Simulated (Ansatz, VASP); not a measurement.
# One calculation of BN, two programs

The input INCAR:

```
  PREC = Accurate
  ENCUT = 520
  EDIFF = 1E-6
  ISMEAR = 0
  SIGMA = 0.05
  LREAL = False
  LASPH = True
  NELM = 80
  ALGO = Normal
  ISIF = 2
  LWAVE = False
  LCHARG = False
  GGA = PE
  NBANDS = 11
```

File KPOINTS:

```
Automatic mesh
0
Gamma
  16 16 16
```

The input POSCAR:

```
BN
1.0
    0.0000000000      1.8361920396      1.8361920396
    1.8361920396      0.0000000000      1.8361920396
    1.8361920396      1.8361920396      0.0000000000
B N
1 1
Direct
    0.0000000000      0.0000000000      0.0000000000
    0.7500000000      0.7500000000      0.7500000000
```

Input for Ansatz:

```yaml
crystal:
  lattice:
    - [0.0, 1.8361920396, 1.8361920396]
    - [1.8361920396, 0.0, 1.8361920396]
    - [1.8361920396, 1.8361920396, 0.0]
  atoms:
    - { symbol: B, position: [0.0, 0.0, 0.0] }
    - { symbol: "N", position: [0.75, 0.75, 0.75] }
basis:
  ecutwfc: 420
  ecutrho_ratio: 4
kpoints:
  mp_grid: { grid: [16, 16, 16] }
hamiltonian:
  xc: pbe
scf:
  occupations: { method: gaussian, width: 0.05 }
output:
  forces: true
  stress: true
  eigenvalues: true
  write_density: true
  write_potential: true
  elf: true
  volumetric_format: npy
```

Alike in both runs: task single point; functional PBE; k mesh 16 × 16 × 16; occupations gaussian, width 0.05 eV; no spin polarisation.

|  | VASP | Ansatz |
| --- | --- | --- |
| version | VASP 6.6.1 | Ansatz 0.2.0 |
| potentials or method | VASP PAW PBE potentials, release 64 (B, N), cutoff 520 eV | scalar-relativistic, plane waves, PAW |
| valence electrons in the cell | 8 | 8 |

VASP gave:

```
gap on the k mesh at the Fermi level (eV) : 4.41
least direct gap on the mesh (eV)         : 8.60
pressure (GPa)                            : -13.4
```

Estimate Ansatz's values.

gap on the k mesh at the Fermi level (eV): 4.42; least direct gap on the mesh (eV): 8.60; pressure (GPa): -13.5.
